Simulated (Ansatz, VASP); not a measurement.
## AlN: VASP beside Ansatz

The input INCAR:

```
SYSTEM = AlN
ALGO = Normal
EDIFF = 1E-6
ENCUT = 520
GGA = PS
ISIF = 2
ISMEAR = 0
LASPH = .TRUE.
LCHARG = .FALSE.
LREAL = .FALSE.
LWAVE = .FALSE.
NBANDS = 11
NELM = 80
PREC = Accurate
SIGMA = 0.02
```

Contents of KPOINTS:

```
k-points
0
G
  10 10 10
  0 0 0
```

POSCAR

```
AlN
1.0
    0.0000000000      2.1044088343      2.1044088343
    2.1044088343      0.0000000000      2.1044088343
    2.1044088343      2.1044088343      0.0000000000
Al N
1 1
Direct
    0.0000000000      0.0000000000      0.0000000000
    0.7500000000      0.7500000000      0.7500000000
```

Input for Ansatz:

```yaml
crystal:
  lattice:
    - [0.0, 2.1044088343, 2.1044088343]
    - [2.1044088343, 0.0, 2.1044088343]
    - [2.1044088343, 2.1044088343, 0.0]
  atoms:
    - { symbol: Al, position: [0.0, 0.0, 0.0] }
    - { symbol: "N", position: [0.75, 0.75, 0.75] }
basis:
  ecutwfc: 420
kpoints:
  mp_grid: { grid: [10, 10, 10] }
hamiltonian:
  xc: pbesol
scf:
  occupations: { method: gaussian, width: 0.02 }
output:
  forces: true
  stress: true
  eigenvalues: true
  populations: true
```

Alike in both runs: task single point; functional PBEsol; k mesh 10 × 10 × 10; occupations gaussian, width 0.02 eV; no spin polarisation.

|  | VASP | Ansatz |
| --- | --- | --- |
| version | VASP 6.6.1 | Ansatz 0.2.0 |
| potentials or method | VASP PAW PBE potentials, release 64 (Al, N), cutoff 520 eV | scalar-relativistic, plane waves, PAW |
| valence electrons in the cell | 8 | 8 |

|  | VASP | Ansatz | Ansatz less VASP |
| --- | --- | --- | --- |
| gap on the k mesh at the Fermi level (eV) | 3.23 | 3.24 | +0.011 |
| least direct gap on the mesh (eV) | 5.13 | 5.13 | -0.004 |
| pressure (GPa) | 29.9 | 29.7 | -0.27 |

VASP's potentials were made for PBE, not for PBEsol. Both programs put the cell under a high pressure, so it lies far from rest at this level. The functional is the same, so the differences come from potentials, cutoffs and numerics.
